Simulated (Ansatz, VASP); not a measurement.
## Si2W: VASP beside Ansatz

```
Si W
1.0
    -1.61450    1.61450    3.93341
     1.61450   -1.61450    3.93341
     1.61450    1.61450   -3.93341
Si W
2 1
Cartesian
  0.0000 0.0000 2.6320
  0.0000 0.0000 5.2348
  0.0000 0.0000 0.0000
```

Alike in both runs: functional PBE; k mesh 18 × 18 × 18; occupations gaussian, width 0.1 eV; no spin polarisation.

Ansatz relaxed the structure, and its values are those at the end. VASP's run is a single point on that final structure, the one shown.

|  | VASP | Ansatz |
| --- | --- | --- |
| version | VASP 6.6.1 | Ansatz 0.2.0 |
| potentials or method | VASP PAW PBE potentials, release 64 (Si, W_sv), cutoff 520 eV | scalar-relativistic, plane waves, PAW |
| valence electrons in the cell | 22 | 22 |

VASP gave:

| Item | Value |
| --- | --- |
| gap on the k mesh at the Fermi level (eV) | none |
| pressure (GPa) | 0.1 |

**Question.** Which values does Ansatz return?

**Answer.** gap on the k mesh at the Fermi level (eV): none; pressure (GPa): 0.0.

A gap of «none» marks a metal or a gap that the smearing closes.

Neither program's run includes spin-orbit coupling.
